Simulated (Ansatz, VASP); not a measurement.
**P in VASP and in Ansatz**

File INCAR:

```
PREC = Accurate
ENCUT = 520
EDIFF = 1E-6
ISMEAR = 0
SIGMA = 0.02
LREAL = F
LASPH = T
NELM = 80
ALGO = Normal
ISIF = 2
LWAVE = F
LCHARG = F
GGA = PS
NBANDS = 18
```

The input KPOINTS:

```
regular mesh
0
Gamma
  8 1 6
```

Contents of POSCAR:

```
P
1.0
    3.3788901493      0.0000000000      0.0000000000
    0.0000000000     38.5208535174      0.0000000000
    0.0000000000      0.0000000000      4.6377821742
P
4
Direct
    0.0000000000      0.9662669303      0.6041963294
    0.0000000000      0.0337330697      0.3958036706
    0.5000000000      0.0337330697      0.1041963294
    0.5000000000      0.9662669303      0.8958036706
```

Input for Ansatz:

```yaml
crystal:
  lattice:
    - [3.3788901493, 0.0, 0.0]
    - [0.0, 38.5208535174, 0.0]
    - [0.0, 0.0, 4.6377821742]
  atoms:
    - { symbol: P, position: [0.0, 0.9662669303, 0.6041963294] }
    - { symbol: P, position: [0.0, 0.0337330697, 0.3958036706] }
    - { symbol: P, position: [0.5, 0.0337330697, 0.1041963294] }
    - { symbol: P, position: [0.5, 0.9662669303, 0.8958036706] }
basis:
  ecutwfc: 420
kpoints:
  mp_grid: { grid: [8, 1, 6] }
hamiltonian:
  xc: pbesol
scf:
  occupations: { method: gaussian, width: 0.02 }
output:
  forces: true
  stress: true
  eigenvalues: true
```

Alike in both runs: task single point; functional PBEsol; k mesh 8 × 1 × 6; occupations gaussian, width 0.02 eV; no spin polarisation.

```csv
,VASP,Ansatz
version,VASP 6.6.1,Ansatz 0.2.0
potentials or method,"VASP PAW PBE potentials, release 64 (P), cutoff 520 eV","scalar-relativistic, plane waves, PAW"
valence electrons in the cell,20,20
```

Ansatz gave:

* gap on the k mesh at the Fermi level (eV): 0.19
* least direct gap on the mesh (eV): 0.31
* rms of the force components (eV/Å): 0.868

What did VASP give for the same quantities?

gap on the k mesh at the Fermi level (eV): 0.19; least direct gap on the mesh (eV): 0.30; rms of the force components (eV/Å): 0.851.

VASP's potentials were made for PBE, not for PBEsol. Atom by atom the forces differ by 0.021 eV/Å (rms over components).
